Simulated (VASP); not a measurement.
**FeO: single point with PBEsol**

FeO:

```
CELL_PARAMETERS angstrom
-2.15636 4.36384 2.34289
2.14599 0.04235 2.24783
2.16307 2.17264 0.02527
ATOMIC_POSITIONS crystal
Fe 0.00023 0.00494 0.00351
Fe 0.49882 0.49543 0.01800
O 0.24811 0.74375 0.51172
O 0.75254 0.24085 0.50389
```

```yaml
Program: VASP 6.6.1
Task: single point
Functional: PBEsol
Potentials_or_basis: VASP PAW PBE potentials, release 64 (Fe, O)
Cutoff: 520 eV
k_mesh: 4 × 7 × 7, shifted
Occupations: fermi-dirac, width 0.0418 eV
Spin: non-collinear spin, typed start, spin-orbit coupling
Starting_moments: "[[0.151, 2.814, 2.839], [0.151, 2.814, 2.839], [0.0, 0.0, 0.0], [0.0, 0.0, 0.0]] μB"
Dipole_correction: no
Further_INCAR_settings: ALGO = Normal; EDIFF = 1e-07; NBANDS = 42
```

```yaml
Pressure: -15.7 GPa
Largest_force: 0.138 eV/Å
Net_moment: 7.99 μB per cell
Valence_electrons_inside_the_program's_atomic_spheres: Fe 6.67, 6.66; O 4.94
```

Forces in eV/Å, atoms in the order of the input:
```
Fe  -0.036  0.001 -0.016
Fe  -0.071 -0.019  0.015
O   -0.022  0.053  0.034
O    0.130 -0.035 -0.033
```

Stress tensor (GPa, compression positive):
```
-14.91  -0.18   0.40
 -0.18 -14.98  -1.04
  0.40  -1.04 -17.22
```

Moments on the atoms (μB; x, y, z):
```
Fe  0.13 2.54 2.57
Fe  0.14 2.53 2.56
O   0.01 0.21 0.21
O   0.01 0.21 0.21
```

It took 47 min on 1 thread of Oxide Virtual Turin-like Processor (shared host), peak memory 0.56 GiB.

Caveat: the cell stands under tension; the PAW data sets were made with another functional, which shifts forces and pressure a little.
